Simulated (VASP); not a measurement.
# CoO (Fm-3m) in VASP: a series of runs

The runs below take CoO through single point, with PBEsol.

Program: VASP 6.6.1. These are calculated values, not measurements. Logs are shortened: lines on timing, memory, paths and dates and some standing lists are left out, and cuts for length are marked.

### 1 The cell of the first run

It takes space group Fm-3m (No. 225, cubic). Conventional cell: a = 4.042 Å, b = 4.042 Å, c = 4.042 Å, α = 90.00°, β = 90.00°, γ = 90.00°. Within 2.7 Å of Co (site symmetry m-3m) lie 6 O at 2.02 Å. O (site symmetry m-3m) has 6 Co at 2.02 Å within 2.7 Å.

### 2 Single point, PBEsol, collinear spin, ferromagnetic start (strain -0.030 along x and y, -0.030 along z)

INCAR

```
PREC     = Accurate       # precision mode
ENCUT    = 520            # plane-wave cutoff, eV
EDIFF    = 1E-6           # SCF threshold, eV
ISMEAR   = 0              # smearing method
SIGMA    = 0.15           # smearing width, eV
LREAL    = False          # projectors in reciprocal space
LASPH    = True           # aspherical terms in the spheres
NELM     = 150            # most SCF steps
ALGO     = Normal         # electronic algorithm
ISIF     = 2              # what is computed and relaxed
LWAVE    = False          # write WAVECAR
LCHARG   = False          # write CHGCAR
ISPIN    = 2              # spin polarisation
MAGMOM   = 2.57 0.32      # initial moments
LORBIT   = 11             # projections on sites
LMAXMIX  = 4              # l up to which the mixer works
GGA      = PS             # functional
NBANDS   = 18             # bands
```

KPOINTS

```
regular mesh
0
Gamma
  24 24 24
```

POSCAR

```
CoO
1.0
    0.0000000000      2.0209524655      2.0209524655
    2.0209524655      0.0000000000      2.0209524655
    2.0209524655      2.0209524655      0.0000000000
Co O
1 1
Direct
    0.0000000000      0.0000000000      0.0000000000
    0.5000000000      0.5000000000      0.5000000000
```

Potentials or basis: VASP PAW PBE potentials, release 64 (Co, O).

Run with:

```sh
$ cat potpaw_PBE.64/Co/POTCAR potpaw_PBE.64/O/POTCAR > POTCAR
$ mpirun -np 1 vasp_std > vasp.out
```

OUTCAR:

```text
PREC = Accurate
   ENCUT = 520
   EDIFF = 1E-6
   ISMEAR = 0
   LREAL = False
   LASPH = True
   NELM = 150
   ISIF = 2
   ISPIN = 2
   LORBIT = 11
   GGA = PS

 ion  position               nearest neighbor table
   1  0.000  0.000  0.000-   2 2.02   2 2.02   2 2.02   2 2.02   2 2.02   2 2.02
   2  0.500  0.500  0.500-   1 2.02   1 2.02   1 2.02   1 2.02   1 2.02   1 2.02

  LATTYP: Found a face centered cubic cell.
 ALAT       =     4.0419049310

  Lattice vectors:

 A1 = (   0.0000000000,   2.0209524655,   2.0209524655)
 A2 = (   2.0209524655,   0.0000000000,   2.0209524655)
 A3 = (   2.0209524655,   2.0209524655,   0.0000000000)

Analysis of symmetry for initial positions (statically):
=====================================================================
 Subroutine PRICEL returns:
 Original cell was already a primitive cell.

 Routine SETGRP: Setting up the symmetry group for a
 face centered cubic supercell.

 Subroutine GETGRP returns: Found 48 space group operations
 (whereof 48 operations were pure point group operations)
 out of a pool of 48 trial point group operations.

The static configuration has the point symmetry O_h .

Analysis of symmetry for dynamics (positions and initial velocities):
=====================================================================
 Subroutine PRICEL returns:
 Original cell was already a primitive cell.

 Routine SETGRP: Setting up the symmetry group for a
 face centered cubic supercell.

 Subroutine GETGRP returns: Found 48 space group operations
 (whereof 48 operations were pure point group operations)
 out of a pool of 48 trial point group operations.

The dynamic configuration has the point symmetry O_h .

Analysis of structural, dynamic, and magnetic symmetry:
=====================================================================
 Subroutine PRICEL returns:
 Original cell was already a primitive cell.

 Routine SETGRP: Setting up the symmetry group for a
 face centered cubic supercell.

 Subroutine GETGRP returns: Found 48 space group operations
 (whereof 48 operations were pure point group operations)
 out of a pool of 48 trial point group operations.

The overall configuration has the point symmetry O_h .

 Subroutine INISYM returns: Found 48 space group operations
 (whereof 48 operations are pure point group operations),
 and found     1 'primitive' translations

----------------------------------------------------------------------------------------

                                     Primitive cell

  volume of cell :      16.5081

  direct lattice vectors                    reciprocal lattice vectors
     0.000000000  2.020952466  2.020952466    -0.247408095  0.247408095  0.247408095
     2.020952466  0.000000000  2.020952466     0.247408095 -0.247408095  0.247408095
     2.020952466  2.020952466  0.000000000     0.247408095  0.247408095 -0.247408095

  length of vectors
     2.858058386  2.858058386  2.858058386     0.428523391  0.428523391  0.428523391

  position of ions in fractional coordinates (direct lattice)
     0.000000000  0.000000000  0.000000000
     0.500000000  0.500000000  0.500000000

  ion indices of the primitive-cell ions
   primitive index   ion index
                 1           1
                 2           2

----------------------------------------------------------------------------------------

 KPOINTS: regular mesh

Automatic generation of k-mesh.
 Grid dimensions read from file:
 generate k-points for:   24   24   24

 Generating k-lattice:

  Cartesian coordinates                     Fractional coordinates (reciprocal lattice)
    -0.010308671  0.010308671  0.010308671     0.041666667  0.000000000  0.000000000
     0.010308671 -0.010308671  0.010308671     0.000000000  0.041666667  0.000000000
     0.010308671  0.010308671 -0.010308671     0.000000000  0.000000000  0.041666667

  Length of vectors
     0.017855141  0.017855141  0.017855141

  Shift w.r.t. Gamma in fractional coordinates (k-lattice)
     0.000000000  0.000000000  0.000000000

 Subroutine IBZKPT returns following result:
 ===========================================

 Found    413 irreducible k-points:

 Following reciprocal coordinates:
            Coordinates               Weight
  0.000000  0.000000  0.000000      1.000000
  0.041667  0.000000  0.000000      8.000000
  0.083333  0.000000  0.000000      8.000000
  0.125000  0.000000  0.000000      8.000000
  0.166667  0.000000  0.000000      8.000000
  0.208333  0.000000  0.000000      8.000000
[... 16 lines left out ...]
  0.416667  0.041667  0.000000     24.000000
  0.458333  0.041667  0.000000     24.000000
 [... further k-points ...]
   k-points           NKPTS =    413   k-points in BZ     NKDIM =    413   number of bands    NBANDS=     18
   number of dos      NEDOS =    301   number of ions     NIONS =      2
   total plane-waves  NPLWV =  13824
   dimension x,y,z NGX =    24 NGY =   24 NGZ =   24
   dimension x,y,z NGXF=    48 NGYF=   48 NGZF=   48
   ions per type =               1   1
   NGX,Y,Z   is equivalent  to a cutoff of  13.96, 13.96, 13.96 a.u.
   NGXF,Y,Z  is equivalent  to a cutoff of  27.92, 27.92, 27.92 a.u.
 SYSTEM =  unknown system
   PREC   = accura    normal or accurate (medium, high low for compatibility)
   ISTART =      0    job   : 0-new  1-cont  2-samecut
   ICHARG =      2    charge: 1-file 2-atom 10-const
   ISPIN  =      2    spin polarized calculation?
   LNONCOLLINEAR =      F non collinear calculations
   LSORBIT =      F    spin-orbit coupling
   LASPH  =      T    aspherical Exc in radial PAW
   ENCUT  =  520.0 eV  38.22 Ry    6.18 a.u.   5.31  5.31  5.31*2*pi/ulx,y,z
   NELM   =    150;   NELMIN=  2; NELMDL= -5     # of ELM steps
   EDIFF  = 0.1E-05   stopping-criterion for ELM
   LREAL  =      F    real-space projection
   EDIFFG = 0.1E-04   stopping-criterion for IOM
   NSW    =      0    number of steps for IOM
   IBRION =     -1    ionic relax: 0-MD 1-quasi-New 2-CG
   NFREE  =      0    steps in history (QN), initial steepest desc. (CG)
   ISIF   =      2    stress and relaxation
   ISYM   =      2    0-nonsym 1-usesym 2-fastsym
   POTIM  = 0.5000    time-step for ionic-motion
   TEBEG  =    0.0;   TEEND  =   0.0 temperature during run
   PSTRESS=    0.0 pullay stress
   NELECT =      15.0000    total number of electrons
   NUPDOWN=      -1.0000    fix difference up-down
   EMIN   =  10.00;   EMAX   =-10.00  energy-range for DOS
   EFERMI =   0.00;   METHOD = LEGACY
   ISMEAR =     0;   SIGMA  =   0.15  broadening in eV -4-tet -1-fermi 0-gaus
   EFERMI_NEDOS =   21; number of points for ismear=-14 and -15
   IALGO  =     38    algorithm
   IMIX   =      4    mixing-type and parameters
     AMIX     =   0.40;   BMIX     =  1.00
     AMIX_MAG =   1.60;   BMIX_MAG =  1.00
  volume/ion in A,a.u.               =       8.25        55.70
  Fermi-wavevector in a.u.,A,eV,Ry     =   1.585644  2.996434 34.208699  2.514268
  Thomas-Fermi vector in A             =   2.685077
   LORBIT       =     11    0 simple, 1 ext, 2 COOP (PROOUT), +10 PAW based schemes
   GGA     = PS    functional components
   LHFCALC =     F    Hartree Fock is set to
   AEXX    =    0.0000 exact exchange contribution
   IVDW    =     0    specifies the selected vdW correction
   LEPSILON=     F    determine dielectric tensor
   LRPA    =     F    only Hartree local field effects (RPA)
 spin polarized calculation
 Gauss-broadening in eV      SIGMA  =   0.15
  energy-cutoff  :      520.00
  volume of cell :       16.51
 maximum number of plane-waves:       459
 NGX is ok and might be reduce to    24
   NGX = 11   NGY = 11   NGZ = 11

 number of electron      14.9999999 magnetization       2.1824469

 Free energy of the ion-electron system (eV)
  ---------------------------------------------------
  ext. energy  EPLUGINS =         0.00000000
  ---------------------------------------------------
  free energy    TOTEN  =       -13.93585955 eV

  energy without entropy =      -13.89082396  energy(sigma->0) =      -13.91334176

 E-fermi :  10.1848     XC(G=0): -13.5973

 val. band max:       10.1844134926   @ k =   0.4583   0.2917   0.0000
 cond. band min:      10.1847563872   @ k =   0.4583   0.1250   0.0417
 fundamental gap:      0.0003428946
 Fermi energy:        10.1847518027

 spin component 1

 k-point     1 :       0.0000    0.0000    0.0000
  band No.  band energies     occupation
      1     -11.6596      1.00000
      2       6.1769      1.00000
      3       6.1769      1.00000
      4       6.1769      1.00000
      5       7.1435      1.00000
      6       7.1436      1.00000
[... 10 lines left out ...]
     17      34.5494      0.00000
     18      37.0987      0.00000
[... 463 lines left out ...]
 k-point    24 :       0.4583    0.0417    0.0000
  band No.  band energies     occupation
      1     -10.0093      1.00000
      2       0.5829      1.00000
      3       3.1437      1.00000
      4       3.2054      1.00000
      5       8.1341      1.00000
      6       8.2003      1.00000
[... 10 lines left out ...]
     17      38.0890      0.00000
     18      39.7887      0.00000

 [... further k-points ...]

 spin component 2

 k-point     1 :       0.0000    0.0000    0.0000
  band No.  band energies     occupation
      1     -11.3374      1.00000
      2       6.5390      1.00000
      3       6.5390      1.00000
      4       6.5390      1.00000
      5       8.6460      1.00000
      6       8.6461      1.00000
[... 10 lines left out ...]
     17      35.3163      0.00000
     18      37.8224      0.00000
[... 463 lines left out ...]
 k-point    24 :       0.4583    0.0417    0.0000
  band No.  band energies     occupation
      1      -9.6699      1.00000
      2       0.9858      1.00000
      3       4.0651      1.00000
      4       4.1258      1.00000
      5       9.8356      0.99950
      6       9.9301      0.99182
[... 10 lines left out ...]
     17      38.4097      0.00000
     18      40.1959      0.00000

 [... further k-points ...]
[... 5 lines left out ...]
  --------------------------------------------------------------------------------------
  -------------------------------------------------------------------------------------
  Total        1.7571415      1.7571415      1.7571415      0.0000000      0.0000000     -0.0000000
  in kB      170.5371571    170.5371571    170.5371571      0.0000000      0.0000000     -0.0000000
  external PRESSURE =     170.5371571 kB  Pullay stress =       0.0000000 kB

 VOLUME and BASIS-vectors are now :
 -----------------------------------------------------------------------------
  energy-cutoff  :      520.00
  volume of cell :       16.51
      direct lattice vectors                 reciprocal lattice vectors
     0.000000000  2.020952466  2.020952466    -0.247408095  0.247408095  0.247408095
     2.020952466  0.000000000  2.020952466     0.247408095 -0.247408095  0.247408095
     2.020952466  2.020952466  0.000000000     0.247408095  0.247408095 -0.247408095

 POSITION                                       TOTAL-FORCE (eV/Angst)
 -----------------------------------------------------------------------------------
      0.00000      0.00000      0.00000         0.000000      0.000000      0.000000
      2.02095      2.02095      2.02095        -0.000000     -0.000000     -0.000000
 -----------------------------------------------------------------------------------
    total drift:                                0.000000     -0.000000     -0.000000

  FREE ENERGIE OF THE ION-ELECTRON SYSTEM (eV)
  ---------------------------------------------------
  free  energy   TOTEN  =       -13.9358595484 eV

  energy  without entropy=      -13.8908239646  energy(sigma->0) =      -13.91334176

 total charge

# of ion       s       p       d       tot
------------------------------------------
    1        0.343   0.474   7.337   8.154
    2        1.556   3.456   0.000   5.012
--------------------------------------------------
tot          1.899   3.930   7.337  13.166

 magnetization (x)

# of ion       s       p       d       tot
------------------------------------------
    1        0.021   0.019   1.937   1.977
    2        0.031   0.140   0.000   0.171
--------------------------------------------------
tot          0.052   0.159   1.937   2.148
```

Run time: 2 min. Hardware: 1 thread of Intel Xeon Platinum 8488C (Sapphire Rapids), shared host; peak memory 0.31 GiB.

Results:

```
Free energy                                           : -13.9359 eV
Pressure                                              : 17.1 GPa
Net moment                                            : 2.18 μB per cell
Site moments                                          : Co +1.98; O +0.17 μB
Valence electrons inside the program's atomic spheres : Co 8.15; O 5.01
```

Levels at points of the mesh, in eV from the Fermi level:
Spin up:
| k point | band 6 | band 7 | band 8 | band 9 | band 10 | band 11 | band 12 | band 13 |
| --- | --- | --- | --- | --- | --- | --- | --- | --- |
| (0.00, 0.00, 0.00) | -3.04 | -3.04 | -3.03 | -3.03 | 1.83 | 17.05 | 19.32 | 19.32 |
| (0.50, 0.00, 0.00) | -1.97 | -1.41 | 0.75 | 0.75 | 5.24 | 10.77 | 14.37 | 14.37 |
| (0.50, 0.50, 0.00) | -2.53 | -1.68 | -1.59 | -1.59 | 6.94 | 10.65 | 12.40 | 17.50 |
Spin down:
```
           k point  band 2  band 3  band 4  band 5  band 6  band 7  band 8  band 9  band 10  band 11
(0.00, 0.00, 0.00)   -3.65   -3.65   -3.65   -1.54   -1.54   -1.54   -0.53   -0.53     2.23    17.03
(0.50, 0.00, 0.00)   -9.37   -6.13   -6.13   -0.25   -0.25    0.12    2.77    2.77     5.47    11.34
(0.50, 0.50, 0.00)   -8.02   -5.08   -5.08   -3.07    0.08    0.12    0.12    0.90     7.61    10.98
```

Caveat: the cell differs from its parent crystal (strain -0.030 along x and y, -0.030 along z); the PAW data sets were made with another functional, which shifts forces and pressure a little; a cell with one magnetic atom can't hold antiferromagnetic order, which such compounds often take; semilocal functionals often make such compounds metallic where correlation or magnetic order opens a gap, which also shifts bond lengths.

### 3 Single point, PBEsol, collinear spin, ferromagnetic start (strain +0.030 along x and y, +0.030 along z)

INCAR

```
  PREC = Accurate
  ENCUT = 520
  EDIFF = 1E-6
  ISMEAR = 0
  SIGMA = 0.15
  LREAL = F
  LASPH = T
  NELM = 150
  ALGO = Normal
  ISIF = 2
  LWAVE = F
  LCHARG = F
  ISPIN = 2
  MAGMOM = 2.57 0.32
  LORBIT = 11
  LMAXMIX = 4
  GGA = PS
  NBANDS = 18
```

KPOINTS

```
Automatic mesh
0
Gamma
  24 24 24
```

POSCAR

```
CoO
1.0
    0.0000000000      2.1459598345      2.1459598345
    2.1459598345      0.0000000000      2.1459598345
    2.1459598345      2.1459598345      0.0000000000
Co O
1 1
Direct
    0.0000000000      0.0000000000      0.0000000000
    0.5000000000      0.5000000000      0.5000000000
```

Potentials or basis: VASP PAW PBE potentials, release 64 (Co, O).

Run with:

```sh
$ cat potpaw_PBE.64/Co/POTCAR potpaw_PBE.64/O/POTCAR > POTCAR
$ mpirun -np 1 vasp_std > vasp.out
```

It took 2.3 min on 1 thread of Intel Xeon Platinum 8488C (Sapphire Rapids), shared host; peak memory 0.33 GiB.

Results (log left out):

| Property | Result |
| --- | --- |
| Free energy | -13.9331 eV |
| Pressure | -14.2 GPa |
| Band gap on the k mesh | zero (filled and empty bands overlap) |
| Net moment | 2.96 μB per cell |
| Site moments | Co +2.58; O +0.32 μB |
| Valence electrons inside the program's atomic spheres | Co 7.76; O 4.94 |

Levels at points of the mesh, in eV from the Fermi level:
Spin up:
| k point | band 6 | band 7 | band 8 | band 9 | band 10 | band 11 | band 12 | band 13 |
| --- | --- | --- | --- | --- | --- | --- | --- | --- |
| (0.00, 0.00, 0.00) | -3.12 | -3.11 | -3.11 | -3.11 | 0.73 | 16.50 | 17.74 | 17.74 |
| (0.50, 0.00, 0.00) | -2.42 | -1.88 | 0.02 | 0.02 | 4.81 | 8.98 | 13.07 | 13.07 |
| (0.50, 0.50, 0.00) | -2.94 | -2.47 | -2.14 | -2.14 | 5.54 | 9.49 | 11.36 | 15.30 |
Spin down:
```tsv
k point	band 3	band 4	band 5	band 6	band 7	band 8	band 9	band 10
(0.00, 0.00, 0.00)	-2.50	-2.50	-1.05	-1.05	-1.05	-0.10	-0.10	1.29
(0.50, 0.00, 0.00)	-4.56	-4.56	-0.11	-0.11	0.19	2.51	2.51	5.12
(0.50, 0.50, 0.00)	-3.75	-3.75	-2.16	0.15	0.15	0.36	0.79	6.38
```

Caveat: the cell differs from its parent crystal (strain +0.030 along x and y, +0.030 along z); the PAW data sets were made with another functional, which shifts forces and pressure a little; a cell with one magnetic atom can't hold antiferromagnetic order, which such compounds often take; semilocal functionals often make such compounds metallic where correlation or magnetic order opens a gap, which also shifts bond lengths.
